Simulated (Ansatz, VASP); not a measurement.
**One calculation of Si, two programs**

```xyz
2
Lattice="3.8750 0.0000 0.0000 -1.9375 3.3558 0.0000 0.0000 0.0000 28.0000" Properties=species:S:1:pos:R:3 pbc="T T T"
Si    0.0000    2.2372   14.2145
Si    1.9375    1.1186   13.7855
```

Alike in both runs: task single point; functional PBE; k mesh 15 × 15 × 1; occupations gaussian, width 0.1 eV; no spin polarisation.

|  | VASP | Ansatz |
| --- | --- | --- |
| version | VASP 6.6.1 | Ansatz 0.2.0 |
| potentials or method | VASP PAW PBE potentials, release 64 (Si), cutoff 520 eV | scalar-relativistic, plane waves, PAW |
| valence electrons in the cell | 8 | 8 |

```csv
,VASP,Ansatz,Ansatz less VASP
gap on the k mesh at the Fermi level (eV),none,none,-
rms of the force components (eV/Å),0.013,0.015,+0.0019
```

Atom by atom the forces differ by 0.002 eV/Å (rms over components). A gap of «none» marks a metal or a gap that the smearing closes.
